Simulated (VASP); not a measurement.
A run of VASP 6.6.1 is set up as follows.

Contents of INCAR:

```
ALGO = Normal
EDIFF = 1E-6
ENCUT = 520
GGA = PS
GGA_COMPAT = False
ISIF = 2
ISMEAR = -1
LASPH = True
LCHARG = False
LREAL = False
LWAVE = False
NBANDS = 48
NELM = 120
PREC = Accurate
SIGMA = 0.02
```

Contents of KPOINTS:

```
k-points
0
Gamma
  1 1 1
```

Contents of POSCAR:

```
H12CO8
1.0
    6.2658270000      0.0000000000      0.0000000000
    0.0000000000      6.2658270000      0.0000000000
    0.0000000000      0.0000000000      6.2658270000
O H C
8 12 1
Direct
    0.9561387507      0.8737553718      0.9484621902
    0.5139624825      0.2160927839      1.0616635282
    0.8369525683      0.0739726775      0.3220005915
    0.8259883332      0.4701374615      0.7177663858
    0.7393597046      0.5859880906      0.3379920959
    0.1330869812      0.2900016231      0.1659477672
    0.1208778985      0.8509970033      0.5098449095
    0.2396012530      1.1738274932      0.6581892542
    0.8715529490      0.7441794994      0.9242036207
    1.0881245205      0.8555933638      0.8591363917
    0.5584258870      0.3070624197      0.9408175489
    0.6447832026      0.1407954608      1.1476537734
    0.9366999759      0.1942760309      0.2783990046
    0.9074300966     -0.0317914938      0.2331057018
    0.8796763779      0.3378484596      0.7471958610
    0.8226527799      0.4851235120      0.5489778125
    0.6627058168      0.7196336573      0.3928930690
    0.6257274578      0.4697544315      0.3430832035
    0.1074878065      0.4254027441      0.2357869121
    0.2852456667      0.2695893136      0.1080942707
    0.1910521947      1.0084063923      0.5814874876
```

Potentials or basis: VASP PAW PBE potentials, release 64 (O, H, C).

Command:

```bash
$ cat potpaw_PBE.64/O/POTCAR potpaw_PBE.64/H/POTCAR potpaw_PBE.64/C/POTCAR > POTCAR
$ mpirun -np 1 vasp_gam > vasp.out
```

Problem. What does it give for the pressure?

Solution. -0.5 GPa.

Problem. Estimate the largest force.

Solution. 4.075 eV/Å.

Forces in eV/Å, atoms in the order of the input:
```
O    0.920 -0.019 -0.343
O    1.244 -0.498  0.558
O   -1.212  0.881 -0.162
O   -1.472  3.153 -2.120
O   -2.206  0.297  0.408
O   -0.423  0.232 -0.080
O    0.875 -0.876 -0.094
O    0.239 -0.840 -0.389
H    0.264 -0.247 -0.376
H   -1.372 -0.220  1.095
H    0.517 -0.491  0.394
H   -1.110  1.156 -0.879
H    0.062 -0.466 -0.080
H    0.126 -0.813 -0.641
H    1.553 -3.346  0.904
H    0.023  0.288  2.212
H    1.036 -1.500 -0.607
H    0.836  1.141 -0.519
H    0.558  0.544 -0.232
H   -0.074  0.050  0.681
C   -0.384  1.573  0.270
```

Caveat: the k points lie up to 1.00 Å⁻¹ apart, too coarse for converged energies, forces and pressures; the atoms stand as in a frame of molecular dynamics; the PAW data sets were made with another functional, which shifts forces and pressure a little.
